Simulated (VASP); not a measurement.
# Cs (Im-3m) in VASP: further runs

Runs on Cs. Level: PBE. Tasks: single point.

Everything below comes from runs of VASP 6.6.1. Logs are shortened: lines on timing, memory, paths and dates and some standing lists are left out, and cuts for length are marked.

### 1 The cell of the first run

It takes space group Im-3m (No. 229, cubic). The conventional cell has a = 6.257 Å, b = 6.257 Å, c = 6.257 Å, α = 90.00°, β = 90.00°, γ = 90.00°.

### 2 Single point, PBE

File INCAR:

```
  PREC = Accurate
  ENCUT = 520
  EDIFF = 1E-6
  ISMEAR = -1
  SIGMA = 0.1
  LREAL = F
  LASPH = T
  NELM = 100
  ALGO = Fast
  ISIF = 2
  LWAVE = F
  LCHARG = F
  GGA = PE
  NBANDS = 10
```

File KPOINTS:

```
Automatic mesh
0
Gamma
  4 4 4
```

File POSCAR:

```
Cs
1.0
   -3.1284650614      3.1284650614      3.1284650614
    3.1284650614     -3.1284650614      3.1284650614
    3.1284650614      3.1284650614     -3.1284650614
Cs
1
Direct
    0.0000000000      0.0000000000      0.0000000000
```

Potentials or basis: VASP PAW PBE potentials, release 64 (Cs_sv).

Run with:

```bash
cat potpaw_PBE.64/Cs_sv/POTCAR > POTCAR
mpirun -np 1 vasp_std > vasp.out
```

OUTCAR:

```text
PREC = Accurate
   ENCUT = 520
   EDIFF = 1E-6
   ISMEAR = -1
   LREAL = F
   LASPH = T
   NELM = 100
   ISIF = 2
   GGA = PE

 ion  position               nearest neighbor table
   1  0.000  0.000  0.000-

  LATTYP: Found a body centered cubic cell.
 ALAT       =     6.2569301228

  Lattice vectors:

 A1 = (  -3.1284650614,   3.1284650614,   3.1284650614)
 A2 = (   3.1284650614,  -3.1284650614,   3.1284650614)
 A3 = (   3.1284650614,   3.1284650614,  -3.1284650614)

Analysis of symmetry for initial positions (statically):
=====================================================================
 Subroutine PRICEL returns:
 Original cell was already a primitive cell.

 Routine SETGRP: Setting up the symmetry group for a
 body centered cubic supercell.

 Subroutine GETGRP returns: Found 48 space group operations
 (whereof 48 operations were pure point group operations)
 out of a pool of 48 trial point group operations.

The static configuration has the point symmetry O_h .

Analysis of symmetry for dynamics (positions and initial velocities):
=====================================================================
 Subroutine PRICEL returns:
 Original cell was already a primitive cell.

 Routine SETGRP: Setting up the symmetry group for a
 body centered cubic supercell.

 Subroutine GETGRP returns: Found 48 space group operations
 (whereof 48 operations were pure point group operations)
 out of a pool of 48 trial point group operations.

The dynamic configuration has the point symmetry O_h .

 Subroutine INISYM returns: Found 48 space group operations
 (whereof 48 operations are pure point group operations),
 and found     1 'primitive' translations

----------------------------------------------------------------------------------------

                                     Primitive cell

  volume of cell :     122.4768

  direct lattice vectors                    reciprocal lattice vectors
    -3.128465061  3.128465061  3.128465061     0.000000000  0.159822785  0.159822785
     3.128465061 -3.128465061  3.128465061     0.159822785  0.000000000  0.159822785
     3.128465061  3.128465061 -3.128465061     0.159822785  0.159822785  0.000000000

  length of vectors
     5.418660436  5.418660436  5.418660436     0.226023551  0.226023551  0.226023551

  position of ions in fractional coordinates (direct lattice)
     0.000000000  0.000000000  0.000000000

  ion indices of the primitive-cell ions
   primitive index   ion index
                 1           1

----------------------------------------------------------------------------------------

 KPOINTS: Automatic mesh

Automatic generation of k-mesh.
 Grid dimensions read from file:
 generate k-points for:    4    4    4

 Generating k-lattice:

  Cartesian coordinates                     Fractional coordinates (reciprocal lattice)
     0.000000000  0.039955696  0.039955696     0.250000000  0.000000000  0.000000000
     0.039955696  0.000000000  0.039955696     0.000000000  0.250000000  0.000000000
     0.039955696  0.039955696  0.000000000     0.000000000  0.000000000  0.250000000

  Length of vectors
     0.056505888  0.056505888  0.056505888

  Shift w.r.t. Gamma in fractional coordinates (k-lattice)
     0.000000000  0.000000000  0.000000000

 Subroutine IBZKPT returns following result:
 ===========================================

 Found      8 irreducible k-points:

 Following reciprocal coordinates:
            Coordinates               Weight
  0.000000  0.000000  0.000000      1.000000
  0.250000  0.000000  0.000000     12.000000
  0.500000  0.000000  0.000000      6.000000
  0.250000  0.250000  0.000000     24.000000
  0.250000  0.250000  0.250000      2.000000
 -0.250000  0.250000  0.250000      6.000000
  0.500000  0.500000  0.250000     12.000000
  0.500000  0.500000  0.500000      1.000000
   k-points           NKPTS =      8   k-points in BZ     NKDIM =      8   number of bands    NBANDS=     10
   number of dos      NEDOS =    301   number of ions     NIONS =      1
   total plane-waves  NPLWV =  64000
   dimension x,y,z NGX =    40 NGY =   40 NGZ =   40
   dimension x,y,z NGXF=    80 NGYF=   80 NGZF=   80
   ions per type =               1
   NGX,Y,Z   is equivalent  to a cutoff of  12.27, 12.27, 12.27 a.u.
   NGXF,Y,Z  is equivalent  to a cutoff of  24.54, 24.54, 24.54 a.u.
 SYSTEM =  unknown system
   PREC   = accura    normal or accurate (medium, high low for compatibility)
   ISTART =      0    job   : 0-new  1-cont  2-samecut
   ICHARG =      2    charge: 1-file 2-atom 10-const
   ISPIN  =      1    spin polarized calculation?
   LNONCOLLINEAR =      F non collinear calculations
   LSORBIT =      F    spin-orbit coupling
   LASPH  =      T    aspherical Exc in radial PAW
   ENCUT  =  520.0 eV  38.22 Ry    6.18 a.u.  10.08 10.08 10.08*2*pi/ulx,y,z
   NELM   =    100;   NELMIN=  2; NELMDL= -5     # of ELM steps
   EDIFF  = 0.1E-05   stopping-criterion for ELM
   LREAL  =      F    real-space projection
   EDIFFG = 0.1E-04   stopping-criterion for IOM
   NSW    =      0    number of steps for IOM
   IBRION =     -1    ionic relax: 0-MD 1-quasi-New 2-CG
   NFREE  =      0    steps in history (QN), initial steepest desc. (CG)
   ISIF   =      2    stress and relaxation
   ISYM   =      2    0-nonsym 1-usesym 2-fastsym
   POTIM  = 0.5000    time-step for ionic-motion
   TEBEG  =    0.0;   TEEND  =   0.0 temperature during run
   PSTRESS=    0.0 pullay stress
   NELECT =       9.0000    total number of electrons
   NUPDOWN=      -1.0000    fix difference up-down
   EMIN   =  10.00;   EMAX   =-10.00  energy-range for DOS
   EFERMI =   0.00;   METHOD = LEGACY
   ISMEAR =    -1;   SIGMA  =   0.10  broadening in eV -4-tet -1-fermi 0-gaus
   EFERMI_NEDOS =   21; number of points for ismear=-14 and -15
   IALGO  =     68    algorithm
   IMIX   =      4    mixing-type and parameters
     AMIX     =   0.40;   BMIX     =  1.00
     AMIX_MAG =   1.60;   BMIX_MAG =  1.00
  volume/ion in A,a.u.               =     122.48       826.51
  Fermi-wavevector in a.u.,A,eV,Ry     =   0.685706  1.295796  6.397353  0.470192
  Thomas-Fermi vector in A             =   1.765724
   LORBIT       =      0    0 simple, 1 ext, 2 COOP (PROOUT), +10 PAW based schemes
   GGA     = PE    functional components
   LHFCALC =     F    Hartree Fock is set to
   AEXX    =    0.0000 exact exchange contribution
   IVDW    =     0    specifies the selected vdW correction
   LEPSILON=     F    determine dielectric tensor
   LRPA    =     F    only Hartree local field effects (RPA)
 non-spin polarized calculation
 RMM-DIIS sequential band-by-band and
  energy-cutoff  :      520.00
  volume of cell :      122.48
 maximum number of plane-waves:      3352
   NGX = 21   NGY = 21   NGZ = 21

 number of electron       8.9999999 magnetization

 Free energy of the ion-electron system (eV)
  ---------------------------------------------------
  ext. energy  EPLUGINS =         0.00000000
  ---------------------------------------------------
  free energy    TOTEN  =        -0.84648342 eV

  energy without entropy =       -0.78062723  energy(sigma->0) =       -0.81355533

 E-fermi :   0.2985     XC(G=0):  -5.2499

 val. band max:       -0.1450813957   @ k =  -0.2500   0.2500   0.2500
 cond. band min:       0.3158285154   @ k =   0.2500   0.2500   0.0000
 fundamental gap:      0.4609099111
 Fermi energy:         0.2985202269

 k-point     1 :       0.0000    0.0000    0.0000
  band No.  band energies     occupation
      1     -23.5878      2.00000
      2     -10.3398      2.00000
      3     -10.3398      2.00000
      4     -10.3398      2.00000
      5      -1.3111      2.00000
      6       2.7573      0.00000
      7       2.7573      0.00000
      8       2.7573      0.00000
      9       3.5720      0.00000
     10       3.5720      0.00000

 k-point     2 :       0.2500    0.0000    0.0000
  band No.  band energies     occupation
      1     -23.5853      2.00000
      2     -10.3958      2.00000
      3     -10.3584      2.00000
      4     -10.3397      2.00000
      5      -0.6994      1.99991
      6       2.0198      0.00000
      7       2.2786      0.00000
      8       3.3885      0.00000
      9       3.4252      0.00000
     10       3.5711      0.00000

 k-point     3 :       0.5000    0.0000    0.0000
  band No.  band energies     occupation
      1     -23.5828      2.00000
      2     -10.4499      2.00000
      3     -10.3769      2.00000
      4     -10.3397      2.00000
      5       0.3626      0.69032
      6       1.1146      0.00057
      7       1.9517      0.00000
      8       3.3881      0.00000
      9       3.9921      0.00000
     10       4.5083      0.00000

 k-point     4 :       0.2500    0.2500    0.0000
  band No.  band energies     occupation
      1     -23.5828      2.00000
      2     -10.4299      2.00000
      3     -10.3861      2.00000
      4     -10.3512      2.00000
      5       0.3158      0.91367
      6       1.4262      0.00003
      7       1.7218      0.00000
      8       3.4505      0.00000
      9       3.5754      0.00000
     10       4.1740      0.00000

 k-point     5 :       0.2500    0.2500    0.2500
  band No.  band energies     occupation
      1     -23.5826      2.00000
      2     -10.3938      2.00000
      3     -10.3938      2.00000
      4     -10.3938      2.00000
      5       1.2779      0.00011
      6       1.2779      0.00011
      7       1.2779      0.00011
      8       2.5145      0.00000
      9       4.0653      0.00000
     10       4.0653      0.00000

 k-point     6 :      -0.2500    0.2500    0.2500
  band No.  band energies     occupation
      1     -23.5831      2.00000
      2     -10.3973      2.00000
      3     -10.3784      2.00000
      4     -10.3784      2.00000
      5      -0.1451      1.97659
      6       1.8547      0.00000
      7       2.4951      0.00000
      8       2.4951      0.00000
      9       3.4618      0.00000
     10       3.5911      0.00000

 k-point     7 :       0.5000    0.5000    0.2500
  band No.  band energies     occupation
      1     -23.5809      2.00000
      2     -10.4346      2.00000
      3     -10.3981      2.00000
      4     -10.3799      2.00000
      5       0.9165      0.00413
      6       1.0456      0.00114
      7       2.2566      0.00000
      8       2.4367      0.00000
      9       3.6002      0.00000
     10       4.7071      0.00000

 k-point     8 :       0.5000    0.5000    0.5000
  band No.  band energies     occupation
      1     -23.5789      2.00000
      2     -10.4191      2.00000
      3     -10.4191      2.00000
      4     -10.4191      2.00000
      5       1.0025      0.00175
      6       1.0025      0.00175
      7       3.1593      0.00000
      8       3.1593      0.00000
      9       3.1593      0.00000
     10       4.4571      0.00000

------------------------ aborting loop because EDIFF is reached ----------------------------------------

  FORCE on cell =-STRESS in cart. coord.  units (eV):
  Direction    XX          YY          ZZ          XY          YZ          ZX
  --------------------------------------------------------------------------------------
  -------------------------------------------------------------------------------------
  Total       -0.0506353     -0.0506353     -0.0506353      0.0000000      0.0000000     -0.0000000
  in kB       -0.6623845     -0.6623845     -0.6623845      0.0000000      0.0000000     -0.0000000
  external PRESSURE =      -0.6623845 kB  Pullay stress =       0.0000000 kB

 VOLUME and BASIS-vectors are now :
 -----------------------------------------------------------------------------
  energy-cutoff  :      520.00
  volume of cell :      122.48
      direct lattice vectors                 reciprocal lattice vectors
    -3.128465061  3.128465061  3.128465061     0.000000000  0.159822785  0.159822785
     3.128465061 -3.128465061  3.128465061     0.159822785  0.000000000  0.159822785
     3.128465061  3.128465061 -3.128465061     0.159822785  0.159822785  0.000000000

 POSITION                                       TOTAL-FORCE (eV/Angst)
 -----------------------------------------------------------------------------------
      0.00000      0.00000      0.00000         0.000000      0.000000      0.000000
 -----------------------------------------------------------------------------------
    total drift:                               -0.000000     -0.000000     -0.000000

  FREE ENERGIE OF THE ION-ELECTRON SYSTEM (eV)
  ---------------------------------------------------
  free  energy   TOTEN  =        -0.8464834248 eV

  energy  without entropy=       -0.7806272287  energy(sigma->0) =       -0.81355533
```

Run time: 9.8 s. Hardware: 1 thread of AMD EPYC 9R45 (Zen 5), shared host; peak memory 0.18 GiB.

Results:

- Free energy: -0.8465 eV
- Pressure: -0.1 GPa

Levels at points of the mesh, in eV from the Fermi level:
| k point | band 1 | band 2 | band 3 | band 4 | band 5 | band 6 | band 7 | band 8 | band 9 |
| --- | --- | --- | --- | --- | --- | --- | --- | --- | --- |
| (0.00, 0.00, 0.00) | -23.89 | -10.64 | -10.64 | -10.64 | -1.61 | 2.46 | 2.46 | 2.46 | 3.27 |
| (0.50, 0.00, 0.00) | -23.88 | -10.75 | -10.68 | -10.64 | 0.06 | 0.82 | 1.65 | 3.09 | 3.69 |
| (0.50, 0.50, 0.50) | -23.88 | -10.72 | -10.72 | -10.72 | 0.70 | 0.70 | 2.86 | 2.86 | 2.86 |

Caveat: spin-orbit coupling is left out, which moves the levels of the heavy elements.

(Continued in part 2 of 2.)
